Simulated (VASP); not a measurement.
# GaP (F-43m) in VASP: a series of runs, part 3 of 3

VASP 6.6.1. Earlier steps stand in the parts before.

**5. Vibrations by perturbation theory, PBEsol**

This run uses another cell than the first one, of 19.27 Å³/atom, 1.093 times its volume.

File INCAR:

```
SYSTEM = GaP
  PREC = Accurate
  ENCUT = 520
  EDIFF = 1E-8
  ISMEAR = 0
  SIGMA = 0.01
  LREAL = .FALSE.
  LASPH = .TRUE.
  NELM = 100
  ALGO = Normal
  ISIF = 2
  LWAVE = .FALSE.
  LCHARG = .TRUE.
  GGA = PS
  NBANDS = 16
  IBRION = 8
  NSW = 1
```

File KPOINTS:

```
Automatic mesh
0
G
  8 8 8
  0 0 0
```

File POSCAR:

```
GaP
1.0
    2.6807905810      2.6807905810      0.0000000000
   -2.6807905810      2.6807905810      0.0000000000
    0.0000000000      2.6807905810      2.6807905810
Ga P
1 1
Direct
    0.0000000000      0.0000000000      0.0000000000
    0.7500000000      0.2500000000      0.5000000000
```

Potentials or basis: VASP PAW PBE potentials, release 64 (Ga_d, P).

Launch:

```console
$ cat potpaw_PBE.64/Ga_d/POTCAR potpaw_PBE.64/P/POTCAR > POTCAR
$ mpirun -np 1 vasp_std > vasp.out
```

OUTCAR:

```text
SYSTEM = GaP
   PREC = Accurate
   ENCUT = 520
   EDIFF = 1E-8
   ISMEAR = 0
   LREAL = .FALSE.
   LASPH = .TRUE.
   NELM = 100
   ISIF = 2
   GGA = PS
   IBRION = 8
   NSW = 1

 ion  position               nearest neighbor table
   1  0.000  0.000  0.000-   2 2.32   2 2.32   2 2.32   2 2.32
   2  0.750  0.250  0.500-   1 2.32   1 2.32   1 2.32   1 2.32

  LATTYP: Found a face centered cubic cell.
 ALAT       =     5.3615811620

  Lattice vectors:

 A1 = (   0.0000000000,   2.6807905810,   2.6807905810)
 A2 = (   2.6807905810,   0.0000000000,   2.6807905810)
 A3 = (   2.6807905810,   2.6807905810,   0.0000000000)

Analysis of symmetry for initial positions (statically):
=====================================================================
 Subroutine PRICEL returns:
 Original cell was already a primitive cell.

 Routine SETGRP: Setting up the symmetry group for a
 face centered cubic supercell.

 Subroutine GETGRP returns: Found 24 space group operations
 (whereof 24 operations were pure point group operations)
 out of a pool of 48 trial point group operations.

The static configuration has the point symmetry T_d .

Analysis of symmetry for dynamics (positions and initial velocities):
=====================================================================
 Subroutine PRICEL returns:
 Original cell was already a primitive cell.

 Routine SETGRP: Setting up the symmetry group for a
 face centered cubic supercell.

 Subroutine GETGRP returns: Found 24 space group operations
 (whereof 24 operations were pure point group operations)
 out of a pool of 48 trial point group operations.

The dynamic configuration has the point symmetry T_d .

 Subroutine INISYM returns: Found 24 space group operations
 (whereof 24 operations are pure point group operations),
 and found     1 'primitive' translations

----------------------------------------------------------------------------------------

                                     Primitive cell

  volume of cell :      38.5317

  direct lattice vectors                    reciprocal lattice vectors
     2.680790581  2.680790581  0.000000000     0.186512144  0.186512144 -0.186512144
    -2.680790581  2.680790581  0.000000000    -0.186512144  0.186512144 -0.186512144
     0.000000000  2.680790581  2.680790581     0.000000000  0.000000000  0.373024289

  length of vectors
     3.791210398  3.791210398  3.791210398     0.323048510  0.323048510  0.373024289

  position of ions in fractional coordinates (direct lattice)
     0.000000000  0.000000000  0.000000000
     0.750000000  0.250000000  0.500000000

  ion indices of the primitive-cell ions
   primitive index   ion index
                 1           1
                 2           2

[... 119 lines left out ...]
  energy without entropy =       -9.90149982  energy(sigma->0) =       -9.90149982

 E-fermi :   5.1315     XC(G=0): -10.2462

 val. band max:        5.0869524719   @ k =   0.0000   0.0000   0.0000
 cond. band min:       6.4968450616   @ k =   0.5000   0.5000   0.0000
 fundamental gap:      1.4098925897
 Fermi energy:         5.1315058637

 k-point     1 :       0.0000    0.0000    0.0000
  band No.  band energies     occupation
      1      -9.5497      2.00000
      2      -9.5497      2.00000
      3      -9.5497      2.00000
      4      -9.4328      2.00000
      5      -9.4328      2.00000
      6      -7.8220      2.00000
[... 433 lines left out ...]
      3      -9.4989      2.00000
      4      -9.4396      2.00000
      5      -9.4243      2.00000
      6      -5.1239      2.00000
[... 8 lines left out ...]
     15      17.1558      0.00000
     16      17.8176      0.00000

 [... further k-points ...]
[... 5 lines left out ...]
  --------------------------------------------------------------------------------------
  -------------------------------------------------------------------------------------
  Total        0.9415499      0.9415499      0.9415499     -0.0000000      0.0000000     -0.0000000
  in kB       39.1503135     39.1503135     39.1503135     -0.0000000      0.0000000     -0.0000000
  external PRESSURE =      39.1503135 kB  Pullay stress =       0.0000000 kB

 VOLUME and BASIS-vectors are now :
 -----------------------------------------------------------------------------
  energy-cutoff  :      520.00
  volume of cell :       38.53
      direct lattice vectors                 reciprocal lattice vectors
     2.680790581  2.680790581  0.000000000     0.186512144  0.186512144 -0.186512144
    -2.680790581  2.680790581  0.000000000    -0.186512144  0.186512144 -0.186512144
     0.000000000  2.680790581  2.680790581     0.000000000  0.000000000  0.373024289

 POSITION                                       TOTAL-FORCE (eV/Angst)
 -----------------------------------------------------------------------------------
      0.00000      0.00000      0.00000         0.000000     -0.000000      0.000000
      1.34040      4.02119      1.34040        -0.000000      0.000000     -0.000000
 -----------------------------------------------------------------------------------
    total drift:                                0.000000     -0.000000     -0.000000

  FREE ENERGIE OF THE ION-ELECTRON SYSTEM (eV)
  ---------------------------------------------------
  free  energy   TOTEN  =        -9.9014998176 eV

  energy  without entropy=       -9.9014998176  energy(sigma->0) =       -9.90149982

[... ionic steps 2 to 3 ...]

--------------------------------------- Ionic step        4  -------------------------------------------

------------------------ aborting loop because EDIFF is reached ----------------------------------------

[... ionic steps 5 to 6 ...]

--------------------------------------- Ionic step        7  -------------------------------------------

 Free energy of the ion-electron system (eV)
  ---------------------------------------------------
  ---------------------------------------------------
  free energy    TOTEN  =        -0.04750935 eV

  energy without entropy =       -0.04750935

------------------------ aborting loop because EDIFF is reached ----------------------------------------

 INTERNAL STRAIN TENSOR  FOR ION    2  DIRECTION 1   (eV/Angst):
 -----------------------------------------------------------------------------
     0.01595  0.00000  0.00000
     0.00000 -0.01104  9.08717
     0.00000  9.08717 -0.01104

 INTERNAL STRAIN TENSOR FOR ION    2 for displacements in x,y,z  (eV/Angst):
          X           Y           Z          XY          YZ          ZX
  --------------------------------------------------------------------------------
  x     0.00000    -0.00000    -0.00000     0.00000     9.08717     0.00000
  y     0.00000    -0.00000     0.00000     0.00000     0.00000     9.08717
  z    -0.00000    -0.00000     0.00000     9.08717     0.00000     0.00000

 SECOND DERIVATIVES (NOT SYMMETRIZED)
 ------------------------------------
               1X          1Y          1Z          2X          2Y          2Z
  1X   -11.024095    0.000000    0.000000   11.024095    0.000000    0.000000
  1Y     0.000000  -11.024095    0.000000    0.000000   11.024095    0.000000
  1Z     0.000000    0.000000  -11.024095    0.000000    0.000000   11.024095
  2X    11.058378    0.000000    0.000000  -11.058378    0.000000    0.000000
  2Y     0.000000   11.058378    0.000000    0.000000  -11.058378    0.000000
  2Z     0.000000    0.000000   11.058378    0.000000    0.000000  -11.058378

 Eigenvectors and eigenvalues of the dynamical matrix
 ----------------------------------------------------

   1 f  =   11.220468 THz    70.500279 2PiTHz  374.274521 cm-1    46.404106 meV
             X         Y         Z           dx          dy          dz
      0.000000  0.000000  0.000000    -0.024804   -0.277275   -0.478998
      1.340395  4.021186  1.340395     0.037272    0.416652    0.719775
[... 21 lines left out ...]
   6 f/i=    0.008034 THz     0.050481 2PiTHz    0.267994 cm-1     0.033227 meV
             X         Y         Z           dx          dy          dz
      0.000000  0.000000  0.000000    -0.102227   -0.775868   -0.283977
      1.340395  4.021186  1.340395    -0.068030   -0.516327   -0.188982

--------------------------------------------------------------------------------------------------------

 ELASTIC MODULI CONTR FROM IONIC RELAXATION (kBar)
 Direction    XX          YY          ZZ          XY          YZ          ZX
 --------------------------------------------------------------------------------
 XX          -0.0000      0.0000      0.0000      0.0000     -0.0000     -0.0000
 YY           0.0000     -0.0000      0.0000      0.0000      0.0000      0.0000
 ZZ           0.0000      0.0000     -0.0000     -0.0000      0.0000     -0.0000
 XY           0.0000      0.0000     -0.0000   -308.6519      0.0000      0.0000
 YZ          -0.0000      0.0000      0.0000      0.0000   -308.6519      0.0000
 ZX          -0.0000      0.0000     -0.0000      0.0000      0.0000   -308.6519
 --------------------------------------------------------------------------------
```

OSZICAR:

```text
N       E                     dE             d eps       ncg     rms          rms(c)
DAV:   1     0.792135022239E+02    0.79214E+02   -0.90714E+03   952   0.164E+03
DAV:   2    -0.432274275394E+01   -0.83536E+02   -0.79925E+02  1072   0.315E+02
DAV:   3    -0.101165627586E+02   -0.57938E+01   -0.57764E+01  1144   0.647E+01
DAV:   4    -0.102058326683E+02   -0.89270E-01   -0.89253E-01  1176   0.868E+00
[... 43 lines left out ...]
RMM:   7    -0.475109442414E-01    0.24514E-05    0.10241E-06  6247   0.260E-03    0.131E-04
RMM:   8    -0.475095905665E-01    0.13537E-05    0.61864E-08  6275   0.925E-04    0.141E-04
RMM:   9    -0.475093639948E-01    0.22657E-06    0.18713E-08  6359   0.308E-04    0.168E-05
RMM:  10    -0.475093475308E-01    0.16464E-07    0.17318E-08  6354   0.107E-04    0.452E-06
RMM:  11    -0.475093496012E-01   -0.20704E-08    0.16772E-08  6382   0.470E-05    0.266E-06
 Linear response finished
```

Run time: 5.7 min. Hardware: 1 thread of AMD EPYC 7R13, shared host; peak memory 0.25 GiB.

What came out:

```yaml
Highest_phonon_frequency_at_Γ_LO-TO_splitting_left_out: 374 cm⁻¹
```

Phonon frequencies in cm⁻¹ (negative: imaginary):
| q point | frequencies |
| --- | --- |
| (0.000, 0.000, 0.000) | 0 0 0 374 374 374 |

Caveat: the cell wasn't relaxed at this level first, which shifts response properties; the PAW data sets were made with another functional, which shifts forces and pressure a little.
